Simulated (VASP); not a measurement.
# K (Fd-3m) in VASP: a series of runs, part 2 of 2

VASP 6.6.1. Earlier steps stand in the parts before.

### Step 3. Relaxation of cell and atoms, LDA

This run uses another cell than the first one, of 80.42 Å³/atom.

INCAR reads:

```
SYSTEM = K
PREC = Accurate ; ENCUT = 500
EDIFF = 1E-7 ; ISMEAR = -1
SIGMA = 0.08 ; LREAL = .False.
LASPH = .True. ; NELM = 120
ALGO = Normal ; ISIF = 3
LWAVE = .False. ; LCHARG = .False.
GGA = CA ; IBRION = 2
NSW = 60 ; EDIFFG = -0.005
GGA_COMPAT = .False. ; NELMIN = 4
```

KPOINTS reads:

```
regular mesh
0
Gamma
  9 9 9
  0 0 0
```

POSCAR reads:

```
K
1.0
    0.0000000000      4.3163072868      4.3163072868
    4.3163072868      0.0000000000      4.3163072868
    4.3163072868      4.3163072868      0.0000000000
K
2
Direct
   -0.1250000000     -0.1250000000     -0.1250000000
    0.1250000000      0.1250000000      0.1250000000
```

Potentials or basis: VASP PAW LDA potentials, release 64 (K_sv).

On the command line:

```sh
$ cat potpaw_LDA.64/K_sv/POTCAR > POTCAR
$ mpirun -np 1 vasp_std > vasp.out
```

OUTCAR:

```text
SYSTEM = K
   PREC = Accurate
   ENCUT = 500
   EDIFF = 1E-7
   ISMEAR = -1
   LREAL = .False.
   LASPH = .True.
   NELM = 120
   ISIF = 3
   GGA = CA
   IBRION = 2
   NSW = 60
   EDIFFG = -0.005
   NELMIN = 4

 ion  position               nearest neighbor table
   1  0.875  0.875  0.875-   2 3.74   2 3.74   2 3.74   2 3.74
   2  0.125  0.125  0.125-   1 3.74   1 3.74   1 3.74   1 3.74

  LATTYP: Found a face centered cubic cell.
 ALAT       =     8.6326145736

  Lattice vectors:

 A1 = (   0.0000000000,   4.3163072868,   4.3163072868)
 A2 = (   4.3163072868,   0.0000000000,   4.3163072868)
 A3 = (   4.3163072868,   4.3163072868,   0.0000000000)

Analysis of symmetry for initial positions (statically):
=====================================================================
 Subroutine PRICEL returns:
 Original cell was already a primitive cell.

 Routine SETGRP: Setting up the symmetry group for a
 face centered cubic supercell.

 Subroutine GETGRP returns: Found 48 space group operations
 (whereof 12 operations were pure point group operations)
 out of a pool of 48 trial point group operations.

The static configuration has the point symmetry D_3d.
 The point group associated with its full space group is O_h .

Analysis of symmetry for dynamics (positions and initial velocities):
=====================================================================
 Subroutine PRICEL returns:
 Original cell was already a primitive cell.

 Routine SETGRP: Setting up the symmetry group for a
 face centered cubic supercell.

 Subroutine GETGRP returns: Found 48 space group operations
 (whereof 12 operations were pure point group operations)
 out of a pool of 48 trial point group operations.

The dynamic configuration has the point symmetry D_3d.
 The point group associated with its full space group is O_h .

 Subroutine INISYM returns: Found 48 space group operations
 (whereof 12 operations are pure point group operations),
 and found     1 'primitive' translations

----------------------------------------------------------------------------------------

                                     Primitive cell

  volume of cell :     160.8300

  direct lattice vectors                    reciprocal lattice vectors
     0.000000000  4.316307287  4.316307287    -0.115839760  0.115839760  0.115839760
     4.316307287  0.000000000  4.316307287     0.115839760 -0.115839760  0.115839760
     4.316307287  4.316307287  0.000000000     0.115839760  0.115839760 -0.115839760

  length of vectors
     6.104180304  6.104180304  6.104180304     0.200640350  0.200640350  0.200640350

  position of ions in fractional coordinates (direct lattice)
     0.875000000  0.875000000  0.875000000
     0.125000000  0.125000000  0.125000000

  ion indices of the primitive-cell ions
   primitive index   ion index
                 1           1
                 2           2

----------------------------------------------------------------------------------------

 KPOINTS: regular mesh

Automatic generation of k-mesh.
 Grid dimensions read from file:
 generate k-points for:    9    9    9

 Generating k-lattice:

  Cartesian coordinates                     Fractional coordinates (reciprocal lattice)
    -0.012871084  0.012871084  0.012871084     0.111111111  0.000000000  0.000000000
     0.012871084 -0.012871084  0.012871084     0.000000000  0.111111111  0.000000000
     0.012871084  0.012871084 -0.012871084     0.000000000  0.000000000  0.111111111
[... 54 lines left out ...]
   LASPH  =      T    aspherical Exc in radial PAW
   ENCUT  =  500.0 eV  36.75 Ry    6.06 a.u.  11.13 11.13 11.13*2*pi/ulx,y,z
   NELM   =    120;   NELMIN=  4; NELMDL= -5     # of ELM steps
   EDIFF  = 0.1E-06   stopping-criterion for ELM
   LREAL  =      F    real-space projection
   EDIFFG = -.5E-02   stopping-criterion for IOM
   NSW    =     60    number of steps for IOM
   IBRION =      2    ionic relax: 0-MD 1-quasi-New 2-CG
   NFREE  =      1    steps in history (QN), initial steepest desc. (CG)
   ISIF   =      3    stress and relaxation
   ISYM   =      2    0-nonsym 1-usesym 2-fastsym
   POTIM  = 0.5000    time-step for ionic-motion
   TEBEG  =    0.0;   TEEND  =   0.0 temperature during run
   PSTRESS=    0.0 pullay stress
   NELECT =      18.0000    total number of electrons
   NUPDOWN=      -1.0000    fix difference up-down
   EMIN   =  10.00;   EMAX   =-10.00  energy-range for DOS
   EFERMI =   0.00;   METHOD = LEGACY
   ISMEAR =    -1;   SIGMA  =   0.08  broadening in eV -4-tet -1-fermi 0-gaus
   EFERMI_NEDOS =   21; number of points for ismear=-14 and -15
   IALGO  =     38    algorithm
   IMIX   =      4    mixing-type and parameters
     AMIX     =   0.40;   BMIX     =  1.00
     AMIX_MAG =   1.60;   BMIX_MAG =  1.00
  volume/ion in A,a.u.               =      80.42       542.67
  Fermi-wavevector in a.u.,A,eV,Ry     =   0.788939  1.490878  8.468598  0.622424
  Thomas-Fermi vector in A             =   1.893981
   LORBIT       =      0    0 simple, 1 ext, 2 COOP (PROOUT), +10 PAW based schemes
   GGA     = CA    functional components
   LHFCALC =     F    Hartree Fock is set to
   AEXX    =    0.0000 exact exchange contribution
   IVDW    =     0    specifies the selected vdW correction
   LEPSILON=     F    determine dielectric tensor
   LRPA    =     F    only Hartree local field effects (RPA)
 conjugate gradient relaxation of ions
 non-spin polarized calculation
  energy-cutoff  :      500.00
  volume of cell :      160.83
 maximum number of plane-waves:      4105
 NGX is ok and might be reduce to    48
   NGX = 23   NGY = 23   NGZ = 23

--------------------------------------- Ionic step        1  -------------------------------------------

 number of electron      18.0000001 magnetization

 Free energy of the ion-electron system (eV)
  ---------------------------------------------------
  ext. energy  EPLUGINS =         0.00000000
  ---------------------------------------------------
  free energy    TOTEN  =        -1.68575305 eV

  energy without entropy =       -1.65472567  energy(sigma->0) =       -1.67023936

------------------------ aborting loop because EDIFF is reached ----------------------------------------

  FORCE on cell =-STRESS in cart. coord.  units (eV):
  Direction    XX          YY          ZZ          XY          YZ          ZX
  --------------------------------------------------------------------------------------
  -------------------------------------------------------------------------------------
  Total        0.3509465      0.3509465      0.3509465     -0.0000000      0.0000000      0.0000000
  in kB        3.4961046      3.4961046      3.4961046     -0.0000000      0.0000000      0.0000000
  external PRESSURE =       3.4961046 kB  Pullay stress =       0.0000000 kB
[... 131 lines left out ...]
--------------------------------------- Ionic step        5  -------------------------------------------

 number of electron      18.0000002 magnetization

 Free energy of the ion-electron system (eV)
  ---------------------------------------------------
  ext. energy  EPLUGINS =         0.00000000
  ---------------------------------------------------
  free energy    TOTEN  =        -1.71505436 eV

  energy without entropy =       -1.68442110  energy(sigma->0) =       -1.69973773

 E-fermi :  -0.7314     XC(G=0):  -5.1293

 val. band max:       -0.7791615723   @ k =  -0.4444   0.1111   0.0000
 cond. band min:      -0.7007744841   @ k =   0.4444   0.0000   0.0000
 fundamental gap:      0.0783870881
 Fermi energy:        -0.7313723252

 k-point     1 :       0.0000    0.0000    0.0000
  band No.  band energies     occupation
      1     -32.9845      2.00000
      2     -32.9595      2.00000
      3     -16.7349      2.00000
      4     -16.7349      2.00000
      5     -16.7349      2.00000
      6     -16.6401      2.00000
      7     -16.6401      2.00000
      8     -16.6401      2.00000
      9      -2.5888      2.00000
     10       1.6816      0.00000
     11       1.6816      0.00000
     12       1.6816      0.00000
     13       1.9676      0.00000
[... 354 lines left out ...]
  band No.  band energies     occupation
      1     -32.9742      2.00000
      2     -32.9698      2.00000
      3     -16.7548      2.00000
      4     -16.7548      2.00000
      5     -16.6971      2.00000
      6     -16.6807      2.00000
      7     -16.6206      2.00000
      8     -16.6206      2.00000
      9      -1.0834      1.97575
     10      -0.3090      0.01014
     11       0.6653      0.00000
     12       0.7056      0.00000
     13       1.1342      0.00000

 [... further k-points ...]

------------------------ aborting loop because EDIFF is reached ----------------------------------------

  FORCE on cell =-STRESS in cart. coord.  units (eV):
  Direction    XX          YY          ZZ          XY          YZ          ZX
  --------------------------------------------------------------------------------------
  -------------------------------------------------------------------------------------
  Total       -0.0080974     -0.0080974     -0.0080974     -0.0000000     -0.0000000      0.0000000
  in kB       -0.0675676     -0.0675676     -0.0675676     -0.0000000     -0.0000000      0.0000000
  external PRESSURE =      -0.0675676 kB  Pullay stress =       0.0000000 kB
[... 17 lines left out ...]
  FREE ENERGIE OF THE ION-ELECTRON SYSTEM (eV)
  ---------------------------------------------------
  free  energy   TOTEN  =        -1.7150543609 eV

  energy  without entropy=       -1.6844211039  energy(sigma->0) =       -1.69973773

 reached required accuracy - stopping structural energy minimisation
```

OSZICAR:

```text
N       E                     dE             d eps       ncg     rms          rms(c)
DAV:   1     0.115038618915E+03    0.11504E+03   -0.75171E+03   918   0.105E+03
DAV:   2     0.801785368800E+01   -0.10702E+03   -0.10502E+03  1077   0.314E+02
DAV:   3    -0.650450647814E+00   -0.86683E+01   -0.85431E+01  1471   0.667E+01
[... 60 lines left out ...]
DAV:   6    -0.171504136938E+01   -0.15232E-02   -0.35097E-03  1727   0.223E-01    0.563E-02
DAV:   7    -0.171505412669E+01   -0.12757E-04   -0.65568E-05  1155   0.520E-02    0.316E-03
DAV:   8    -0.171505440983E+01   -0.28313E-06   -0.26760E-06  1677   0.854E-03    0.254E-03
DAV:   9    -0.171505428097E+01    0.12886E-06   -0.34940E-07   895   0.466E-03    0.317E-03
DAV:  10    -0.171505436094E+01   -0.79971E-07   -0.14765E-07   810   0.442E-03
   5 F= -.17150544E+01 E0= -.16997377E+01  d E =-.293013E-01
```

CONTCAR:

```text
K
   1.00000000000000
    -0.0000000000000000    4.5789153891216330    4.5789153891216330
     4.5789153891216330    0.0000000000000000    4.5789153891216330
     4.5789153891216330    4.5789153891216330   -0.0000000000000000
  K
     2
Direct
     0.8750000000000000    0.8750000000000000    0.8750000000000000
     0.1250000000000000    0.1250000000000000    0.1250000000000000

  0.00000000E+00  0.00000000E+00  0.00000000E+00
  0.00000000E+00  0.00000000E+00  0.00000000E+00
```

Run time: 10 min. Hardware: 1 thread of Intel Xeon 8259CL, shared host; peak memory 0.29 GiB.

Results:

* Free energy: -1.7151 eV
* Relaxed volume: 96.00 Å³/atom
* Relaxed cell: a = 6.476 Å, b = 6.476 Å, c = 6.476 Å, α = 60.00°, β = 60.00°, γ = 60.00°
* Space group after relaxing (to 0.1 Å): Fd-3m (No. 227)
* Energy gained by relaxing: 14.7 meV/atom
* Ionic steps: 5
* Pressure after relaxing: 0.0 GPa
* Band gap on the k mesh: zero (bands 9 and 10 overlap by 0.15 eV)

Step by step:
```tsv
step	energy change (eV)	largest force (eV/Å)	pressure (GPa)	volume (Å³)
1	0.0000	0.0000	0.35	160.83
2	-0.0081	0.0000	0.29	164.95
3	-0.0242	0.0000	0.13	177.73
4	-0.0249	0.0000	-0.10	205.23
5	-0.0293	0.0000	-0.01	192.01
```

Final structure:
```
K
1.0
     0.00000    4.57892    4.57892
     4.57892    0.00000    4.57892
     4.57892    4.57892    0.00000
K
2
Direct
  0.87500 0.87500 0.87500
  0.12500 0.12500 0.12500
```

Caveat: the volume moved by over 15 % at a fixed basis, so the end points are rough.

### Step 4. Single point, LDA

This run uses another cell than the first one, of 42.85 Å³/atom.

INCAR reads:

```
ALGO = Normal
EDIFF = 1E-6
ENCUT = 500
GGA = CA
GGA_COMPAT = False
ISIF = 2
ISMEAR = -1
ISYM = 0
LASPH = True
LCHARG = True
LELF = True
LREAL = False
LVHAR = True
LWAVE = False
NBANDS = 16
NELM = 120
PREC = Accurate
SIGMA = 0.08
```

KPOINTS reads:

```
Automatic mesh
0
Gamma
  9 9 9
  0.5 0.5 0.5
```

POSCAR reads:

```
K
1.0
    0.0000000000      3.4993585424      3.4993585424
    3.4993585424      0.0000000000      3.4993585424
    3.4993585424      3.4993585424      0.0000000000
K
2
Direct
   -0.1250000000     -0.1250000000     -0.1250000000
    0.1250000000      0.1250000000      0.1250000000
```

Potentials or basis: VASP PAW LDA potentials, release 64 (K_sv).

On the command line:

```sh
$ cat potpaw_LDA.64/K_sv/POTCAR > POTCAR
$ mpirun -np 1 vasp_std > vasp.out
```

OUTCAR:

```text
EDIFF = 1E-6
   ENCUT = 500
   GGA = CA
   ISIF = 2
   ISMEAR = -1
   ISYM = 0
   LASPH = True
   LREAL = False
   NELM = 120
   PREC = Accurate

 ion  position               nearest neighbor table
   1  0.875  0.875  0.875-   2 3.03   2 3.03   2 3.03   2 3.03
   2  0.125  0.125  0.125-   1 3.03   1 3.03   1 3.03   1 3.03

IMPORTANT INFORMATION: All symmetrisations will be switched off!
NOSYMM: (Re-)initialisation of all symmetry stuff for point group C_1.

----------------------------------------------------------------------------------------
[... 591 lines left out ...]
      6     -14.7723      2.00000
[... 8 lines left out ...]
     15       4.7972      0.00000
     16       5.1770      0.00000

 [... further k-points ...]
[... 5 lines left out ...]
  --------------------------------------------------------------------------------------
  -------------------------------------------------------------------------------------
  Total        2.0861527      2.0861542      2.0861569     -0.0000015      0.0000062      0.0000006
  in kB       38.9997070     38.9997356     38.9997866     -0.0000273      0.0001156      0.0000121
  external PRESSURE =      38.9997431 kB  Pullay stress =       0.0000000 kB

 VOLUME and BASIS-vectors are now :
 -----------------------------------------------------------------------------
  energy-cutoff  :      500.00
  volume of cell :       85.70
      direct lattice vectors                 reciprocal lattice vectors
     0.000000000  3.499358542  3.499358542    -0.142883330  0.142883330  0.142883330
     3.499358542  0.000000000  3.499358542     0.142883330 -0.142883330  0.142883330
     3.499358542  3.499358542  0.000000000     0.142883330  0.142883330 -0.142883330

 POSITION                                       TOTAL-FORCE (eV/Angst)
 -----------------------------------------------------------------------------------
      6.12388      6.12388      6.12388         0.000010     -0.000001     -0.000000
      0.87484      0.87484      0.87484        -0.000010      0.000001      0.000000
 -----------------------------------------------------------------------------------
    total drift:                               -0.000004      0.000002     -0.000002

  FREE ENERGIE OF THE ION-ELECTRON SYSTEM (eV)
  ---------------------------------------------------
  free  energy   TOTEN  =        -0.9475974849 eV

  energy  without entropy=       -0.9147179266  energy(sigma->0) =       -0.93115771
```

stdout:

```text
POSCAR found type information on POSCAR K
 POSCAR found :  1 types and       2 ions
 scaLAPACK will be used
 LDA part: xc-table for (Slater(with rela. corr.)+CA(PZ))
 , standard interpolation
 POSCAR, INCAR and KPOINTS ok, starting setup
 FFT: planning ... GRIDC
 FFT: planning ... GRID_SOFT
 FFT: planning ... GRID
 WAVECAR not read
 entering main loop
```

Run time: 34 min. Hardware: 1 thread of Intel Xeon 8259CL, shared host; peak memory 1.4 GiB.

What came out:

```yaml
Free_energy: -0.9476 eV
Pressure: 3.9 GPa
Band_gap_on_the_k_mesh: zero (bands 9 and 10 overlap by 0.34 eV)
```

Caveat: the cell stands under pressure.

### Step 5. Summary

```csv
task,cell,k mesh,gap on the mesh (eV),pressure (GPa)
single point,"a = 6.458 Å, angles 60.0°, 2 atoms",9 × 9 × 9,none,0.0
relaxation of cell and atoms,"relaxed from a = 6.104 Å, angles 60.0°, 2 atoms",9 × 9 × 9,none,0.0
single point,"a = 4.949 Å, angles 60.0°, 2 atoms","9 × 9 × 9, shifted",none,3.9
```

Alike in all rows: level LDA; potentials or basis VASP PAW LDA potentials, release 64 (K_sv); no spin polarisation; cutoff (eV) 500; smearing fermi-dirac 0.08 eV.

Caveats: the volume moved by over 15 % at a fixed basis, so the end points are rough (at least some runs); the cell stands under pressure (at least some runs).

Absolute energies hang on the potentials; compare differences alone.
